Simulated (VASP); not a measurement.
# Ti (Fm-3m) in VASP: further runs, part 2 of 2

VASP 6.6.1.

## (6) Single point, PBEsol

This run uses another cell than the first one, of 16.40 Å³/atom, 0.980 times its volume.

INCAR

```
SYSTEM = Ti
  PREC = Accurate
  ENCUT = 520
  EDIFF = 1E-6
  ISMEAR = -1
  SIGMA = 0.05
  LREAL = .False.
  LASPH = .True.
  NELM = 80
  ALGO = Normal
  ISIF = 2
  LWAVE = .False.
  LCHARG = .False.
  GGA = PS
  NBANDS = 12
```

KPOINTS

```
regular mesh
0
Gamma
  11 11 11
  0 0 0
```

POSCAR

```
Ti
1.0
    0.0000000000      2.0163754284      2.0163754284
    2.0163754284      0.0000000000      2.0163754284
    2.0163754284      2.0163754284      0.0000000000
Ti
1
Direct
    0.0000000000      0.0000000000      0.0000000000
```

Potentials or basis: VASP PAW PBE potentials, release 64 (Ti_sv).

Launch:

```bash
$ cat potpaw_PBE.64/Ti_sv/POTCAR > POTCAR
$ mpirun -np 1 vasp_std > vasp.out
```

OUTCAR:

```text
SYSTEM = Ti
   PREC = Accurate
   ENCUT = 520
   EDIFF = 1E-6
   ISMEAR = -1
   LREAL = .False.
   LASPH = .True.
   NELM = 80
   ISIF = 2
   GGA = PS

 ion  position               nearest neighbor table
   1  0.000  0.000  0.000-

  LATTYP: Found a face centered cubic cell.
 ALAT       =     4.0327508568

  Lattice vectors:

 A1 = (   0.0000000000,   2.0163754284,   2.0163754284)
 A2 = (   2.0163754284,   0.0000000000,   2.0163754284)
 A3 = (   2.0163754284,   2.0163754284,   0.0000000000)

Analysis of symmetry for initial positions (statically):
=====================================================================
 Subroutine PRICEL returns:
 Original cell was already a primitive cell.

 Routine SETGRP: Setting up the symmetry group for a
 face centered cubic supercell.

 Subroutine GETGRP returns: Found 48 space group operations
 (whereof 48 operations were pure point group operations)
 out of a pool of 48 trial point group operations.

The static configuration has the point symmetry O_h .

Analysis of symmetry for dynamics (positions and initial velocities):
=====================================================================
 Subroutine PRICEL returns:
[... 160 lines left out ...]
 Fermi energy:         8.7185739856

 k-point     1 :       0.0000    0.0000    0.0000
  band No.  band energies     occupation
      1     -47.6538      2.00000
      2     -23.5340      2.00000
      3     -23.5340      2.00000
      4     -23.5340      2.00000
      5       2.4852      2.00000
      6       9.6357      0.00000
      7       9.6357      0.00000
      8       9.6357      0.00000
      9      11.3938      0.00000
     10      11.3938      0.00000
     11      24.3065      0.00000
     12      29.0195      0.00000
[... 331 lines left out ...]
 k-point    24 :      -0.1818    0.1818    0.0000
  band No.  band energies     occupation
      1     -47.5497      2.00000
      2     -23.9873      2.00000
      3     -23.7197      2.00000
      4     -23.5855      2.00000
      5       5.0630      2.00000
      6       8.5028      1.97361
      7       9.5385      0.00000
      8      10.5573      0.00000
      9      10.5921      0.00000
     10      12.4400      0.00000
     11      22.7430      0.00000
     12      23.3294      0.00000

 [... further k-points ...]
[... 5 lines left out ...]
  --------------------------------------------------------------------------------------
  -------------------------------------------------------------------------------------
  Total        0.1554835      0.1554835      0.1554835     -0.0000000     -0.0000000      0.0000000
  in kB       15.1932504     15.1932504     15.1932504     -0.0000000     -0.0000000      0.0000000
  external PRESSURE =      15.1932504 kB  Pullay stress =       0.0000000 kB

 VOLUME and BASIS-vectors are now :
 -----------------------------------------------------------------------------
  energy-cutoff  :      520.00
  volume of cell :       16.40
      direct lattice vectors                 reciprocal lattice vectors
     0.000000000  2.016375428  2.016375428    -0.247969695  0.247969695  0.247969695
     2.016375428  0.000000000  2.016375428     0.247969695 -0.247969695  0.247969695
     2.016375428  2.016375428  0.000000000     0.247969695  0.247969695 -0.247969695

 POSITION                                       TOTAL-FORCE (eV/Angst)
 -----------------------------------------------------------------------------------
      0.00000      0.00000      0.00000        -0.000000     -0.000000     -0.000000
 -----------------------------------------------------------------------------------
    total drift:                               -0.000000     -0.000000     -0.000000

  FREE ENERGIE OF THE ION-ELECTRON SYSTEM (eV)
  ---------------------------------------------------
  free  energy   TOTEN  =        -8.2925625884 eV

  energy  without entropy=       -8.2823799833  energy(sigma->0) =       -8.28747129
```

stdout:

```text
POSCAR found type information on POSCAR Ti
 POSCAR found :  1 types and       1 ions
 scaLAPACK will be used
 -----------------------------------------------------------------------------
|                                                                             |
|                                                                             |
|     You enforced a specific xc type in the INCAR file but a different       |
|     I HOPE YOU KNOW WHAT YOU ARE DOING!                                     |
|                                                                             |
 -----------------------------------------------------------------------------

 LDA part: xc-table for (Slater+PW92), standard interpolation
 POSCAR, INCAR and KPOINTS ok, starting setup
 FFT: planning ... GRIDC
 FFT: planning ... GRID_SOFT
 FFT: planning ... GRID
 WAVECAR not read
 entering main loop
```

Run time: 24 s. Hardware: 1 thread of AMD EPYC, shared host; peak memory 0.11 GiB.

Results:

```yaml
Free_energy: -8.2926 eV
Pressure: 1.5 GPa
Band_gap_on_the_k_mesh: zero (band 6 reaches 9.64 eV, above the bottom of band 7 at 8.43 eV)
```

Levels at points of the mesh, in eV from the Fermi level:
```
           k point  band 4  band 5  band 6  band 7  band 8  band 9
(0.00, 0.00, 0.00)  -32.25   -6.23    0.92    0.92    0.92    2.68
```

Caveat: the PAW data sets were made with another functional, which shifts forces and pressure a little.

## (7) Overview

```tsv
task	level	potentials or basis	cell	k mesh	cutoff (eV)	smearing	gap on the mesh (eV)	pressure (GPa)
relaxation of cell and atoms	r2SCAN	VASP PAW PBE potentials, release 64 (Ti_sv)	relaxed from a = 2.871 Å, angles 60.0°, 1 atom	11 × 11 × 11	550	fermi-dirac 0.05 eV	none	0.0
single point	LDA	VASP PAW LDA potentials, release 64 (Ti_sv)	a = 2.871 Å, angles 60.0°, 1 atom	9 × 9 × 9	520	gaussian 0.1 eV	none	-4.7
single point	PBEsol	VASP PAW PBE potentials, release 64 (Ti_sv)	a = 2.812 Å, angles 60.0°, 1 atom	11 × 11 × 11	520	fermi-dirac 0.05 eV	none	6.8
single point	PBEsol	VASP PAW PBE potentials, release 64 (Ti_sv)	a = 2.852 Å, angles 60.0°, 1 atom	11 × 11 × 11	520	fermi-dirac 0.05 eV	none	1.5
```

Alike in all rows: no spin polarisation.

Caveats: the PAW data sets were made with another functional, which shifts forces and pressure a little (some runs).

Absolute energies hang on the potentials; compare differences alone.
